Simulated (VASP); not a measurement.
Wanted: the native input for a VASP 6.6.1 run.

* Task: single point
* Functional: LDA
* Potentials or basis: VASP PAW LDA potentials, release 64 (Zr_sv)
* Cutoff: 520 eV
* k mesh: 14 × 14 × 14
* Occupations: fermi-dirac, width 0.05 eV
* Spin: no spin polarisation
* Dipole correction: no
* Further INCAR settings: ALGO = Normal; EDIFF = 1e-06; NBANDS = 12

The structure of Zr lies in POSCAR:

```
Zr
1.0
    2.6180534079      0.0000000000      0.0000000000
    0.0000000000      2.6180534079      0.0000000000
    0.0000000000      0.0000000000      2.6180534079
Zr
1
Direct
    0.0000000000      0.0000000000      0.0000000000
```

These files were run (other wordings do the same):

INCAR

```
SYSTEM = Zr
ALGO = Normal ; EDIFF = 1E-6
ENCUT = 520 ; ISIF = 2
ISMEAR = -1 ; LASPH = .True.
LCHARG = .False. ; LREAL = .False.
LWAVE = .False. ; NBANDS = 12
NELM = 100 ; PREC = Accurate
SIGMA = 0.05
```

KPOINTS

```
k-points
0
Gamma
  14 14 14
  0 0 0
```

Potentials or basis: VASP PAW LDA potentials, release 64 (Zr_sv).

Launch:

```sh
$ cat potpaw_LDA.64/Zr_sv/POTCAR > POTCAR
$ mpirun -np 1 vasp_std > vasp.out
```

Results of the run:

| Item | Value |
| --- | --- |
| Pressure | 30.4 GPa |
| Band gap on the k mesh | zero (band 6 reaches 12.99 eV, above the bottom of band 7 at 8.91 eV) |

Run time: 6 s on 1 thread of Intel(R) Xeon(R) 6975P-C (Granite Rapids) (shared host), peak memory 0.13 GiB.
